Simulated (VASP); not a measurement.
# Zn (P6_3/mmc) in VASP: a series of runs

The runs below take Zn through electric field gradients, with PBEsol.

Everything below comes from runs of VASP 6.6.1. Logs are shortened: lines on timing, memory, paths and dates and some standing lists are left out, and cuts for length are marked.

## (1) The cell of the first run

It takes space group P6_3/mmc (No. 194, hexagonal). Conventional cell: a = 2.561 Å, b = 2.561 Å, c = 4.775 Å, α = 90.00°, β = 90.00°, γ = 120.00°. Within 3.4 Å of Zn (site symmetry -6m2) lie 12 Zn at 2.56 to 2.81 Å.

## (2) Electric field gradients, PBEsol (13.56 Å³/atom)

INCAR

```
SYSTEM = Zn
PREC = Accurate
ENCUT = 520
EDIFF = 1E-8
ISMEAR = -1
SIGMA = 0.03
LREAL = .False.
LASPH = .True.
NELM = 80
ALGO = Normal
ISIF = 2
LWAVE = .False.
LCHARG = .False.
GGA = PS
LEFG = .True.
NBANDS = 19
```

KPOINTS

```
regular mesh
0
Gamma
  18 18 9
  0 0 0
```

POSCAR

```
Zn
1.0
    2.5614445404      0.0000000000      0.0000000000
   -1.2807222702      2.2182760424      0.0000000000
    0.0000000000      0.0000000000      4.7745270880
Zn
2
Direct
    0.3333333333      0.6666666667      0.2500000000
    0.6666666667      0.3333333333      0.7500000000
```

Potentials or basis: VASP PAW PBE potentials, release 64 (Zn).

Launch:

```
$ cat potpaw_PBE.64/Zn/POTCAR > POTCAR
$ mpirun -np 1 vasp_std > vasp.out
```

OUTCAR:

```text
SYSTEM = Zn
   PREC = Accurate
   ENCUT = 520
   EDIFF = 1E-8
   ISMEAR = -1
   LREAL = .False.
   LASPH = .True.
   NELM = 80
   ISIF = 2
   GGA = PS

 ion  position               nearest neighbor table
   1  0.333  0.667  0.250-   2 2.81   2 2.81   2 2.81   2 2.81   2 2.81   2 2.81
   2  0.667  0.333  0.750-   1 2.81   1 2.81   1 2.81   1 2.81   1 2.81   1 2.81

  LATTYP: Found a hexagonal cell.
 ALAT       =     2.5614445404
 C/A-ratio  =     1.8639978390

  Lattice vectors:

 A1 = (   2.5614445404,   0.0000000000,   0.0000000000)
 A2 = (  -1.2807222702,   2.2182760424,   0.0000000000)
 A3 = (   0.0000000000,   0.0000000000,   4.7745270880)

Analysis of symmetry for initial positions (statically):
=====================================================================
 Subroutine PRICEL returns:
 Original cell was already a primitive cell.

 Routine SETGRP: Setting up the symmetry group for a
 hexagonal supercell.

 Subroutine GETGRP returns: Found 24 space group operations
 (whereof 12 operations were pure point group operations)
 out of a pool of 24 trial point group operations.

The static configuration has the point symmetry D_3d.
 The point group associated with its full space group is D_6h.

Analysis of symmetry for dynamics (positions and initial velocities):
=====================================================================
 Subroutine PRICEL returns:
 Original cell was already a primitive cell.

 Routine SETGRP: Setting up the symmetry group for a
 hexagonal supercell.

 Subroutine GETGRP returns: Found 24 space group operations
 (whereof 12 operations were pure point group operations)
 out of a pool of 24 trial point group operations.

The dynamic configuration has the point symmetry D_3d.
 The point group associated with its full space group is D_6h.

 Subroutine INISYM returns: Found 24 space group operations
 (whereof 12 operations are pure point group operations),
 and found     1 'primitive' translations

----------------------------------------------------------------------------------------

                                     Primitive cell

  volume of cell :      27.1288

  direct lattice vectors                    reciprocal lattice vectors
     2.561444540  0.000000000  0.000000000     0.390404705  0.225400261  0.000000000
    -1.280722270  2.218276042  0.000000000     0.000000000  0.450800523  0.000000000
     0.000000000  0.000000000  4.774527088     0.000000000  0.000000000  0.209444827

  length of vectors
     2.561444540  2.561444540  4.774527088     0.450800523  0.450800523  0.209444827

  position of ions in fractional coordinates (direct lattice)
     0.333333333  0.666666667  0.250000000
     0.666666667  0.333333333  0.750000000

  ion indices of the primitive-cell ions
   primitive index   ion index
                 1           1
                 2           2

----------------------------------------------------------------------------------------

 KPOINTS: regular mesh

Automatic generation of k-mesh.
 Grid dimensions read from file:
 generate k-points for:   18   18    9

 Generating k-lattice:

  Cartesian coordinates                     Fractional coordinates (reciprocal lattice)
     0.021689150  0.012522237  0.000000000     0.055555556 -0.000000000  0.000000000
     0.000000000  0.025044473  0.000000000     0.000000000  0.055555556  0.000000000
     0.000000000  0.000000000  0.023271647     0.000000000  0.000000000  0.111111111

  Length of vectors
     0.025044473  0.025044473  0.023271647

  Shift w.r.t. Gamma in fractional coordinates (k-lattice)
     0.000000000  0.000000000  0.000000000

 Subroutine IBZKPT returns following result:
 ===========================================

 Found    185 irreducible k-points:

 Following reciprocal coordinates:
            Coordinates               Weight
  0.000000  0.000000  0.000000      1.000000
  0.055556  0.000000  0.000000      6.000000
  0.111111  0.000000  0.000000      6.000000
  0.166667  0.000000  0.000000      6.000000
  0.222222  0.000000  0.000000      6.000000
  0.277778  0.000000  0.000000      6.000000
[... 16 lines left out ...]
  0.333333  0.111111  0.000000     12.000000
  0.388889  0.111111  0.000000     12.000000
 [... further k-points ...]
   k-points           NKPTS =    185   k-points in BZ     NKDIM =    185   number of bands    NBANDS=     19
   number of dos      NEDOS =    301   number of ions     NIONS =      2
   total plane-waves  NPLWV =  14400
   dimension x,y,z NGX =    20 NGY =   20 NGZ =   36
   dimension x,y,z NGXF=    40 NGYF=   40 NGZF=   72
   ions per type =               2
   NGX,Y,Z   is equivalent  to a cutoff of  12.98, 12.98, 12.53 a.u.
   NGXF,Y,Z  is equivalent  to a cutoff of  25.96, 25.96, 25.07 a.u.
 SYSTEM =  Zn
   PREC   = accura    normal or accurate (medium, high low for compatibility)
   ISTART =      0    job   : 0-new  1-cont  2-samecut
   ICHARG =      2    charge: 1-file 2-atom 10-const
   ISPIN  =      1    spin polarized calculation?
   LNONCOLLINEAR =      F non collinear calculations
   LSORBIT =      F    spin-orbit coupling
   LASPH  =      T    aspherical Exc in radial PAW
   ENCUT  =  520.0 eV  38.22 Ry    6.18 a.u.   4.76  4.76  8.88*2*pi/ulx,y,z
   NELM   =     80;   NELMIN=  2; NELMDL= -5     # of ELM steps
   EDIFF  = 0.1E-07   stopping-criterion for ELM
   LREAL  =      F    real-space projection
   EDIFFG = 0.1E-06   stopping-criterion for IOM
   NSW    =      0    number of steps for IOM
   IBRION =     -1    ionic relax: 0-MD 1-quasi-New 2-CG
   NFREE  =      0    steps in history (QN), initial steepest desc. (CG)
   ISIF   =      2    stress and relaxation
   ISYM   =      2    0-nonsym 1-usesym 2-fastsym
   POTIM  = 0.5000    time-step for ionic-motion
   TEBEG  =    0.0;   TEEND  =   0.0 temperature during run
   PSTRESS=    0.0 pullay stress
   NELECT =      24.0000    total number of electrons
   NUPDOWN=      -1.0000    fix difference up-down
   EMIN   =  10.00;   EMAX   =-10.00  energy-range for DOS
   EFERMI =   0.00;   METHOD = LEGACY
   ISMEAR =    -1;   SIGMA  =   0.03  broadening in eV -4-tet -1-fermi 0-gaus
   EFERMI_NEDOS =   21; number of points for ismear=-14 and -15
   IALGO  =     38    algorithm
   IMIX   =      4    mixing-type and parameters
     AMIX     =   0.40;   BMIX     =  1.00
     AMIX_MAG =   1.60;   BMIX_MAG =  1.00
  volume/ion in A,a.u.               =      13.56        91.54
  Fermi-wavevector in a.u.,A,eV,Ry     =   1.571574  2.969845 33.604296  2.469846
  Thomas-Fermi vector in A             =   2.673138
   LORBIT       =      0    0 simple, 1 ext, 2 COOP (PROOUT), +10 PAW based schemes
   GGA     = PS    functional components
   LHFCALC =     F    Hartree Fock is set to
   AEXX    =    0.0000 exact exchange contribution
   IVDW    =     0    specifies the selected vdW correction
   LEPSILON=     F    determine dielectric tensor
   LRPA    =     F    only Hartree local field effects (RPA)
 non-spin polarized calculation
  energy-cutoff  :      520.00
  volume of cell :       27.13
 maximum number of plane-waves:       747
 NGX is ok and might be reduce to    20
   NGX =  9   NGY =  9   NGZ = 17

 number of electron      24.0000000 magnetization

 Free energy of the ion-electron system (eV)
  ---------------------------------------------------
  ext. energy  EPLUGINS =         0.00000000
  ---------------------------------------------------
  free energy    TOTEN  =        -3.14929441 eV

  energy without entropy =       -3.14813055  energy(sigma->0) =       -3.14871248

 E-fermi :   3.9329     XC(G=0): -12.3148

 val. band max:        3.9276069139   @ k =   0.3333   0.3333   0.0000
 cond. band min:       3.9454641880   @ k =   0.3333   0.3333   0.1111
 fundamental gap:      0.0178572741
 Fermi energy:         3.9328609912

 k-point     1 :       0.0000    0.0000    0.0000
  band No.  band energies     occupation
      1      -7.5749      2.00000
      2      -5.3750      2.00000
      3      -4.4729      2.00000
      4      -4.1848      2.00000
      5      -4.1848      2.00000
      6      -4.1225      2.00000
[... 11 lines left out ...]
     18      24.0694      0.00000
     19      24.4847      0.00000
[... 485 lines left out ...]
 k-point    24 :       0.3889    0.1111    0.0000
  band No.  band energies     occupation
      1      -4.9799      2.00000
      2      -4.8794      2.00000
      3      -4.7634      2.00000
      4      -4.1955      2.00000
      5      -4.0314      2.00000
      6      -4.0205      2.00000
[... 11 lines left out ...]
     18      18.0085      0.00000
     19      19.0122      0.00000

 [... further k-points ...]

------------------------ aborting loop because EDIFF is reached ----------------------------------------

  FORCE on cell =-STRESS in cart. coord.  units (eV):
  Direction    XX          YY          ZZ          XY          YZ          ZX
  --------------------------------------------------------------------------------------
  -------------------------------------------------------------------------------------
  Total        0.9157322      0.9157322      0.9035271     -0.0000000      0.0000000      0.0000000
  in kB       54.0814316     54.0814316     53.3606198     -0.0000000      0.0000000      0.0000000
  external PRESSURE =      53.8411610 kB  Pullay stress =       0.0000000 kB

 VOLUME and BASIS-vectors are now :
 -----------------------------------------------------------------------------
  energy-cutoff  :      520.00
  volume of cell :       27.13
      direct lattice vectors                 reciprocal lattice vectors
     2.561444540  0.000000000  0.000000000     0.390404705  0.225400261  0.000000000
    -1.280722270  2.218276042  0.000000000     0.000000000  0.450800523  0.000000000
     0.000000000  0.000000000  4.774527088     0.000000000  0.000000000  0.209444827

 POSITION                                       TOTAL-FORCE (eV/Angst)
 -----------------------------------------------------------------------------------
     -0.00000      1.47885      1.19363        -0.000000     -0.000000      0.000000
      1.28072      0.73943      3.58090         0.000000      0.000000     -0.000000
 -----------------------------------------------------------------------------------
    total drift:                               -0.000000      0.000000      0.000000

  FREE ENERGIE OF THE ION-ELECTRON SYSTEM (eV)
  ---------------------------------------------------
  free  energy   TOTEN  =        -3.1492944116 eV

  energy  without entropy=       -3.1481305461  energy(sigma->0) =       -3.14871248

 Electric field gradients (V/A^2)
---------------------------------------------------------------------
 ion       V_xx      V_yy      V_zz      V_xy      V_xz      V_yz
---------------------------------------------------------------------
   1     -20.698   -20.704    41.402    -0.005     0.000    -0.000
   2     -20.698   -20.704    41.402    -0.005    -0.000     0.000
---------------------------------------------------------------------

 Electric field gradients after diagonalization (V/A^2)
 (convention: |V_zz| > |V_xx| > |V_yy|)
----------------------------------------------------------------------
 ion       V_xx      V_yy      V_zz     asymmetry (V_yy - V_xx)/ V_zz
----------------------------------------------------------------------
   1     -20.707   -20.695    41.402       0.000
   2     -20.707   -20.695    41.402       0.000
----------------------------------------------------------------------

           NMR quadrupolar parameters

 Cq : quadrupolar parameter    Cq=e*Q*V_zz/h
 eta: asymmetry parameters     (V_yy - V_xx)/ V_zz
 Q  : nuclear electric quadrupole moment in mb (millibarn)
----------------------------------------------------------------------
 ion       Cq(MHz)       eta       Q (mb)
----------------------------------------------------------------------
   1       0.100       0.000       1.000
   2       0.100       0.000       1.000
----------------------------------------------------------------------
```

It took 2.4 min on 1 thread of AMD EPYC 7R13, shared host; peak memory 0.17 GiB.

What came out:

```yaml
Free_energy: -3.1493 eV
Pressure: 5.4 GPa
Band_gap_on_the_k_mesh: zero (bands 12 and 13 overlap by 4.70 eV)
Largest_electric_field_gradient_by_atom: Zn +41.4 V/Å²
```

Electric field gradients, principal values (V/Å²):
```csv
atom,least,middle,greatest (by size)
1 Zn,-20.695,-20.707,41.402
2 Zn,-20.695,-20.707,41.402
```

Caveat: the cell stands under pressure; without QUAD_EFG the Cq values of the log hold for a quadrupole moment of 1 mb, not for the nuclei; the PAW data sets were made with another functional, which shifts forces and pressure a little.

[end of part 1 of 3]
